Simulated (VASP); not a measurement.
# InSb (I-4m2) in VASP: further runs

The runs below take InSb through single point, with PBE.

All numbers are computed with VASP 6.6.1; they aren't measurements. Logs are shortened: lines on timing, memory, paths and dates and some standing lists are left out, and cuts for length are marked.

### Step 1. The cell of the first run

It takes space group I-4m2 (No. 119, tetragonal). The conventional cell has a = 6.114 Å, b = 6.114 Å, c = 2.977 Å, α = 90.00°, β = 90.00°, γ = 90.00°. Within 3.9 Å of In (site symmetry -4m2) lie 2 In at 2.98 Å and 8 Sb at 3.15 to 3.79 Å. Sb (site symmetry -4m2) has 2 Sb at 2.98 Å and 8 In at 3.15 to 3.79 Å within 3.9 Å.

### Step 2. Single point, PBE

INCAR

```
SYSTEM = InSb
ALGO = Normal
EDIFF = 1E-7
ENCUT = 520
GGA = PE
ISIF = 2
ISMEAR = 0
LASPH = .True.
LCHARG = .False.
LREAL = .False.
LWAVE = .False.
NBANDS = 16
NELM = 100
PREC = Accurate
SIGMA = 0.15
```

KPOINTS

```
k-points
0
Gamma
  16 16 16
  0 0 0
```

POSCAR

```
InSb
1.0
   -3.0567500000      3.0567500000      1.4883500000
    3.0567500000     -3.0567500000      1.4883500000
    3.0567500000      3.0567500000     -1.4883500000
In Sb
1 1
Direct
    0.2500000000      0.7500000000      0.5000000000
    0.0000000000      0.0000000000      0.0000000000
```

Potentials or basis: VASP PAW PBE potentials, release 64 (In_d, Sb).

On the command line:

```bash
$ cat potpaw_PBE.64/In_d/POTCAR potpaw_PBE.64/Sb/POTCAR > POTCAR
$ mpirun -np 1 vasp_std > vasp.out
```

OUTCAR:

```text
SYSTEM = InSb
   EDIFF = 1E-7
   ENCUT = 520
   GGA = PE
   ISIF = 2
   ISMEAR = 0
   LASPH = .True.
   LREAL = .False.
   NELM = 100
   PREC = Accurate

 ion  position               nearest neighbor table
   1  0.250  0.750  0.500-   2 3.15   2 3.15   2 3.15   2 3.15   2 3.79   2 3.79   2 3.79   2 3.79

   2  0.000  0.000  0.000-   1 3.15   1 3.15   1 3.15   1 3.15   1 3.79   1 3.79   1 3.79   1 3.79

  LATTYP: Found a body centered tetragonal cell.
 ALAT       =     6.1135000000
 C/A-ratio  =     0.4869060276

  Lattice vectors:

 A1 = (  -3.0567500000,   3.0567500000,   1.4883500000)
 A2 = (   3.0567500000,  -3.0567500000,   1.4883500000)
 A3 = (   3.0567500000,   3.0567500000,  -1.4883500000)

Analysis of symmetry for initial positions (statically):
=====================================================================
 Subroutine PRICEL returns:
 Original cell was already a primitive cell.

 Routine SETGRP: Setting up the symmetry group for a
 body centered tetragonal supercell.

 Subroutine GETGRP returns: Found  8 space group operations
 (whereof  8 operations were pure point group operations)
 out of a pool of 16 trial point group operations.

The static configuration has the point symmetry D_2d.

Analysis of symmetry for dynamics (positions and initial velocities):
=====================================================================
 Subroutine PRICEL returns:
 Original cell was already a primitive cell.

 Routine SETGRP: Setting up the symmetry group for a
 body centered tetragonal supercell.

 Subroutine GETGRP returns: Found  8 space group operations
 (whereof  8 operations were pure point group operations)
 out of a pool of 16 trial point group operations.

The dynamic configuration has the point symmetry D_2d.

 Subroutine INISYM returns: Found  8 space group operations
 (whereof  8 operations are pure point group operations),
 and found     1 'primitive' translations

----------------------------------------------------------------------------------------

                                     Primitive cell

  volume of cell :      55.6269

  direct lattice vectors                    reciprocal lattice vectors
    -3.056750000  3.056750000  1.488350000     0.000000000  0.163572422  0.335942487
     3.056750000 -3.056750000  1.488350000     0.163572422  0.000000000  0.335942487
     3.056750000  3.056750000 -1.488350000     0.163572422  0.163572422  0.000000000
[... 77 lines left out ...]
   ICHARG =      2    charge: 1-file 2-atom 10-const
   ISPIN  =      1    spin polarized calculation?
   LNONCOLLINEAR =      F non collinear calculations
   LSORBIT =      F    spin-orbit coupling
   LASPH  =      T    aspherical Exc in radial PAW
   ENCUT  =  520.0 eV  38.22 Ry    6.18 a.u.   8.50  8.50  8.50*2*pi/ulx,y,z
   NELM   =    100;   NELMIN=  2; NELMDL= -5     # of ELM steps
   EDIFF  = 0.1E-06   stopping-criterion for ELM
   LREAL  =      F    real-space projection
   EDIFFG = 0.1E-05   stopping-criterion for IOM
   NSW    =      0    number of steps for IOM
   IBRION =     -1    ionic relax: 0-MD 1-quasi-New 2-CG
   NFREE  =      0    steps in history (QN), initial steepest desc. (CG)
   ISIF   =      2    stress and relaxation
   ISYM   =      2    0-nonsym 1-usesym 2-fastsym
   POTIM  = 0.5000    time-step for ionic-motion
   TEBEG  =    0.0;   TEEND  =   0.0 temperature during run
   PSTRESS=    0.0 pullay stress
   NELECT =      18.0000    total number of electrons
   NUPDOWN=      -1.0000    fix difference up-down
   EMIN   =  10.00;   EMAX   =-10.00  energy-range for DOS
   EFERMI =   0.00;   METHOD = LEGACY
   ISMEAR =     0;   SIGMA  =   0.15  broadening in eV -4-tet -1-fermi 0-gaus
   EFERMI_NEDOS =   21; number of points for ismear=-14 and -15
   IALGO  =     38    algorithm
   IMIX   =      4    mixing-type and parameters
     AMIX     =   0.40;   BMIX     =  1.00
     AMIX_MAG =   1.60;   BMIX_MAG =  1.00
  volume/ion in A,a.u.               =      27.81       187.69
  Fermi-wavevector in a.u.,A,eV,Ry     =   1.123925  2.123910 17.186983  1.263208
  Thomas-Fermi vector in A             =   2.260594
   LORBIT       =      0    0 simple, 1 ext, 2 COOP (PROOUT), +10 PAW based schemes
   GGA     = PE    functional components
   LHFCALC =     F    Hartree Fock is set to
   AEXX    =    0.0000 exact exchange contribution
   IVDW    =     0    specifies the selected vdW correction
   LEPSILON=     F    determine dielectric tensor
   LRPA    =     F    only Hartree local field effects (RPA)
 non-spin polarized calculation
 Gauss-broadening in eV      SIGMA  =   0.15
  energy-cutoff  :      520.00
  volume of cell :       55.63
 maximum number of plane-waves:      1522
 NGX is ok and might be reduce to    36
   NGX = 17   NGY = 17   NGZ = 17

 number of electron      17.9999999 magnetization

 Free energy of the ion-electron system (eV)
  ---------------------------------------------------
  ext. energy  EPLUGINS =         0.00000000
  ---------------------------------------------------
  free energy    TOTEN  =        -6.59516667 eV

  energy without entropy =       -6.58401916  energy(sigma->0) =       -6.58959291

 E-fermi :   7.2516     XC(G=0):  -9.9387

 val. band max:        7.2380490882   @ k =   0.4375   0.1250   0.0000
 cond. band min:       7.2566827304   @ k =  -0.1250   0.2500   0.0625
 fundamental gap:      0.0186336422
 Fermi energy:         7.2516061312

 k-point     1 :       0.0000    0.0000    0.0000
  band No.  band energies     occupation
      1      -7.6652      2.00000
      2      -7.2530      2.00000
      3      -7.2515      2.00000
      4      -7.0840      2.00000
      5      -7.0840      2.00000
      6      -4.2381      2.00000
[... 433 lines left out ...]
      3      -7.2507      2.00000
      4      -7.0841      2.00000
      5      -7.0838      2.00000
      6      -4.2145      2.00000
[... 8 lines left out ...]
     15      16.8039      0.00000
     16      18.3211      0.00000

 [... further k-points ...]
[... 5 lines left out ...]
  --------------------------------------------------------------------------------------
  -------------------------------------------------------------------------------------
  Total       -0.3543653     -0.3543653      2.5146495      0.0000000      0.0000000      0.0000000
  in kB      -10.2065016    -10.2065016     72.4274396      0.0000000      0.0000000      0.0000000
  external PRESSURE =      17.3381455 kB  Pullay stress =       0.0000000 kB

 VOLUME and BASIS-vectors are now :
 -----------------------------------------------------------------------------
  energy-cutoff  :      520.00
  volume of cell :       55.63
      direct lattice vectors                 reciprocal lattice vectors
    -3.056750000  3.056750000  1.488350000     0.000000000  0.163572422  0.335942487
     3.056750000 -3.056750000  1.488350000     0.163572422  0.000000000  0.335942487
     3.056750000  3.056750000 -1.488350000     0.163572422  0.163572422  0.000000000

 POSITION                                       TOTAL-FORCE (eV/Angst)
 -----------------------------------------------------------------------------------
      3.05675      0.00000      0.74418         0.000000      0.000000     -0.000000
      0.00000      0.00000      0.00000        -0.000000     -0.000000      0.000000
 -----------------------------------------------------------------------------------
    total drift:                               -0.000000      0.000000      0.000000

  FREE ENERGIE OF THE ION-ELECTRON SYSTEM (eV)
  ---------------------------------------------------
  free  energy   TOTEN  =        -6.5951666657 eV

  energy  without entropy=       -6.5840191577  energy(sigma->0) =       -6.58959291
```

OSZICAR:

```text
N       E                     dE             d eps       ncg     rms          rms(c)
DAV:   1     0.107779544742E+03    0.10778E+03   -0.81181E+03 11176   0.120E+03
DAV:   2    -0.307717439447E+00   -0.10809E+03   -0.10483E+03 12528   0.294E+02
DAV:   3    -0.646677238688E+01   -0.61591E+01   -0.61055E+01 14112   0.681E+01
DAV:   4    -0.661896345955E+01   -0.15219E+00   -0.15215E+00 13656   0.118E+01
DAV:   5    -0.662708044604E+01   -0.81170E-02   -0.81169E-02 16424   0.242E+00    0.328E+00
DAV:   6    -0.659685731634E+01    0.30223E-01   -0.68351E-02 14760   0.419E+00    0.178E+00
DAV:   7    -0.659514736479E+01    0.17100E-02   -0.18044E-02 15080   0.169E+00    0.422E-01
DAV:   8    -0.659509680293E+01    0.50562E-04   -0.18094E-03 14480   0.503E-01    0.124E-01
DAV:   9    -0.659516832372E+01   -0.71521E-04   -0.18696E-04 14488   0.111E-01    0.431E-02
DAV:  10    -0.659516622952E+01    0.20942E-05   -0.79364E-06 14904   0.284E-02    0.140E-02
DAV:  11    -0.659516659693E+01   -0.36740E-06   -0.19354E-06 13808   0.103E-02    0.615E-03
DAV:  12    -0.659516666567E+01   -0.68745E-07   -0.14016E-07 11688   0.514E-03
   1 F= -.65951667E+01 E0= -.65895929E+01  d E =-.111475E-01
```

Wall time 3.4 min (1 thread of Intel Xeon Platinum 8488C (Sapphire Rapids), shared host); peak memory 0.45 GiB.

Results:

- Free energy: -6.5952 eV
- Pressure: 1.7 GPa
- Band gap on the k mesh: zero (bands 9 and 10 overlap by 3.41 eV)

Stress tensor (GPa, compression positive):
```
-1.02  0.00  0.00
 0.00 -1.02  0.00
 0.00  0.00  7.24
```

Levels at points of the mesh, in eV from the Fermi level:
```csv
k point,band 7,band 8,band 9,band 10,band 11,band 12
"(0.00, 0.00, 0.00)",-4.22,-2.43,-2.43,2.94,5.46,5.46
"(0.50, 0.00, 0.00)",-4.80,-2.09,-1.21,-0.69,2.78,2.87
"(0.50, 0.50, 0.00)",-7.50,-0.95,0.93,0.95,1.28,6.04
"(0.50, 0.50, 0.50)",-5.86,-4.70,-4.70,5.73,7.61,7.61
```

Caveat: spin-orbit coupling is left out, which moves the levels of the heavy elements.

### Step 3. Single point, PBE

This run uses another cell than the first one, of 28.09 Å³/atom.

INCAR

```
PREC = Accurate
ENCUT = 520
EDIFF = 1E-7
ISMEAR = 0
SIGMA = 0.15
LREAL = False
LASPH = True
NELM = 100
ALGO = Normal
ISIF = 2
LWAVE = False
LCHARG = False
GGA = PE
NBANDS = 16
```

KPOINTS

```
Automatic mesh
0
Gamma
  16 16 16
```

POSCAR

```
InSb
1.0
   -3.0074500000      3.0074500000      1.5530500000
    3.0074500000     -3.0074500000      1.5530500000
    3.0074500000      3.0074500000     -1.5530500000
In Sb
1 1
Direct
    0.2500000000      0.7500000000      0.5000000000
    0.0000000000      0.0000000000      0.0000000000
```

Potentials or basis: VASP PAW PBE potentials, release 64 (In_d, Sb).

On the command line:

```bash
$ cat potpaw_PBE.64/In_d/POTCAR potpaw_PBE.64/Sb/POTCAR > POTCAR
$ mpirun -np 1 vasp_std > vasp.out
```

OUTCAR:

```text
PREC = Accurate
   ENCUT = 520
   EDIFF = 1E-7
   ISMEAR = 0
   LREAL = False
   LASPH = True
   NELM = 100
   ISIF = 2
   GGA = PE

 ion  position               nearest neighbor table
   1  0.250  0.750  0.500-   2 3.11   2 3.11   2 3.11   2 3.11   2 3.80   2 3.80   2 3.80   2 3.80

   2  0.000  0.000  0.000-   1 3.11   1 3.11   1 3.11   1 3.11   1 3.80   1 3.80   1 3.80   1 3.80

  LATTYP: Found a body centered tetragonal cell.
 ALAT       =     6.0149000000
 C/A-ratio  =     0.5164009377

  Lattice vectors:

 A1 = (  -3.0074500000,   3.0074500000,   1.5530500000)
[... 627 lines left out ...]
      4      -7.2474      2.00000
      5      -7.2470      2.00000
      6      -4.1603      2.00000
[... 8 lines left out ...]
     15      16.7803      0.00000
     16      17.2548      0.00000

 [... further k-points ...]
[... 5 lines left out ...]
  --------------------------------------------------------------------------------------
  -------------------------------------------------------------------------------------
  Total       -0.2529749     -0.2529749      1.0275511      0.0000000      0.0000000      0.0000000
  in kB       -7.2134962     -7.2134962     29.3002781      0.0000000      0.0000000      0.0000000
  external PRESSURE =       4.9577619 kB  Pullay stress =       0.0000000 kB

 VOLUME and BASIS-vectors are now :
 -----------------------------------------------------------------------------
  energy-cutoff  :      520.00
  volume of cell :       56.19
      direct lattice vectors                 reciprocal lattice vectors
    -3.007450000  3.007450000  1.553050000     0.000000000  0.166253803  0.321947136
     3.007450000 -3.007450000  1.553050000     0.166253803  0.000000000  0.321947136
     3.007450000  3.007450000 -1.553050000     0.166253803  0.166253803  0.000000000

 POSITION                                       TOTAL-FORCE (eV/Angst)
 -----------------------------------------------------------------------------------
      3.00745      0.00000      0.77653         0.000000      0.000000     -0.000000
      0.00000      0.00000      0.00000        -0.000000     -0.000000      0.000000
 -----------------------------------------------------------------------------------
    total drift:                               -0.000000      0.000000      0.000000

  FREE ENERGIE OF THE ION-ELECTRON SYSTEM (eV)
  ---------------------------------------------------
  free  energy   TOTEN  =        -6.6807874029 eV

  energy  without entropy=       -6.6710816195  energy(sigma->0) =       -6.67593451
```

stdout:

```text
POSCAR found type information on POSCAR InSb
 POSCAR found :  2 types and       2 ions
 scaLAPACK will be used
 LDA part: xc-table for (Slater+PW92), standard interpolation
 POSCAR, INCAR and KPOINTS ok, starting setup
 FFT: planning ... GRIDC
 FFT: planning ... GRID_SOFT
 FFT: planning ... GRID
 WAVECAR not read
 entering main loop
```

Wall time 3.5 min (1 thread of Intel Xeon Platinum 8488C (Sapphire Rapids), shared host); peak memory 0.45 GiB.

Results:

| Item | Value |
| --- | --- |
| Free energy | -6.6808 eV |
| Pressure | 0.5 GPa |
| Band gap on the k mesh | zero (bands 9 and 10 overlap by 3.90 eV) |

Stress tensor (GPa, compression positive):
```
-0.72  0.00  0.00
 0.00 -0.72  0.00
 0.00  0.00  2.93
```

Caveat: spin-orbit coupling is left out, which moves the levels of the heavy elements.

### Step 4. Single point, PBE

This run uses another cell than the first one, of 28.47 Å³/atom.

INCAR

```
PREC = Accurate ; ENCUT = 520
EDIFF = 1E-7 ; ISMEAR = 0
SIGMA = 0.15 ; LREAL = F
LASPH = T ; NELM = 100
ALGO = Normal ; ISIF = 2
LWAVE = F ; LCHARG = F
GGA = PE ; NBANDS = 16
```

KPOINTS is that of step 3.

POSCAR

```
InSb
1.0
   -2.9088500000      2.9088500000      1.6824500000
    2.9088500000     -2.9088500000      1.6824500000
    2.9088500000      2.9088500000     -1.6824500000
In Sb
1 1
Direct
    0.2500000000      0.7500000000      0.5000000000
    0.0000000000      0.0000000000      0.0000000000
```

On the command line:

```bash
$ cat potpaw_PBE.64/In_d/POTCAR potpaw_PBE.64/Sb/POTCAR > POTCAR
$ mpirun -np 1 vasp_std > vasp.out
```

Wall time 3.5 min (1 thread of Intel Xeon Platinum 8488C (Sapphire Rapids), shared host); peak memory 0.46 GiB.

Results (log left out):

```
Free energy            : -6.6818 eV
Pressure               : 0.1 GPa
Band gap on the k mesh : zero (bands 9 and 10 overlap by 4.57 eV)
```

Stress tensor (GPa, compression positive):
```
 0.90  0.00  0.00
 0.00  0.90  0.00
 0.00  0.00 -1.60
```

Levels at points of the mesh, in eV from the Fermi level:
| k point | band 5 | band 6 | band 7 | band 8 | band 9 | band 10 | band 11 | band 12 | band 13 | band 14 |
| --- | --- | --- | --- | --- | --- | --- | --- | --- | --- | --- |
| (0.00, 0.00, 0.00) | -14.50 | -11.21 | -2.84 | -1.81 | -1.81 | 3.47 | 3.80 | 6.68 | 6.68 | 7.65 |
| (0.50, 0.00, 0.00) | -14.44 | -8.32 | -4.98 | -2.09 | -1.45 | -1.12 | 2.46 | 3.02 | 4.94 | 7.56 |
| (0.50, 0.50, 0.00) | -14.48 | -10.05 | -7.24 | -0.18 | 1.89 | 1.97 | 2.26 | 3.50 | 6.61 | 7.59 |
| (0.50, 0.50, 0.50) | -14.48 | -9.04 | -5.20 | -4.49 | -4.49 | 2.73 | 4.71 | 9.36 | 9.36 | 12.17 |

Caveat: spin-orbit coupling is left out, which moves the levels of the heavy elements.

### Step 5. Overview

```csv
cell,gap on the mesh (eV),pressure (GPa)
"a = 4.572 Å, angles 96.1, 96.1, 142.0°, 2 atoms",none,1.7
"a = 4.528 Å, angles 96.8, 96.8, 139.9°, 2 atoms",none,0.5
"a = 4.444 Å, angles 98.2, 98.2, 135.5°, 2 atoms",none,0.1
```

Alike in all rows: task single point; level PBE; potentials or basis VASP PAW PBE potentials, release 64 (In_d, Sb); no spin polarisation; k mesh 16 × 16 × 16; cutoff (eV) 520; smearing gaussian 0.15 eV.

Caveats: spin-orbit coupling is left out, which moves the levels of the heavy elements.

Total energies depend on the potentials used, so only differences within one code and one set of settings carry meaning.
